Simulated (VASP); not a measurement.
Here is a VASP 6.6.1 calculation.

Contents of INCAR:

```
SYSTEM = Pt
PREC = Accurate
ENCUT = 520
EDIFF = 1E-6
ISMEAR = 0
SIGMA = 0.1
LREAL = .False.
LASPH = .True.
NELM = 60
ALGO = Normal
ISIF = 2
LWAVE = .False.
LCHARG = .False.
GGA = PE
NBANDS = 11
```

KPOINTS

```
Automatic mesh
0
Gamma
  18 18 18
  0 0 0
```

The input POSCAR:

```
Pt
1.0
    0.0000000000      2.0047122879      2.0047122879
    2.0047122879      0.0000000000      2.0047122879
    2.0047122879      2.0047122879      0.0000000000
Pt
1
Direct
    0.0000000000      0.0000000000      0.0000000000
```

Potentials or basis: VASP PAW PBE potentials, release 64 (Pt).

The run is started by

```console
$ cat potpaw_PBE.64/Pt/POTCAR > POTCAR
$ mpirun -np 1 vasp_std > vasp.out
```

(1) Estimate the pressure.

(2) What does it give for the band gap on the k mesh?

Answers

(1) -7.2 GPa.

(2) zero (band 5 reaches 10.46 eV, above the bottom of band 6 at 8.48 eV).

Caveat: spin-orbit coupling is left out, which moves the levels of the heavy elements.
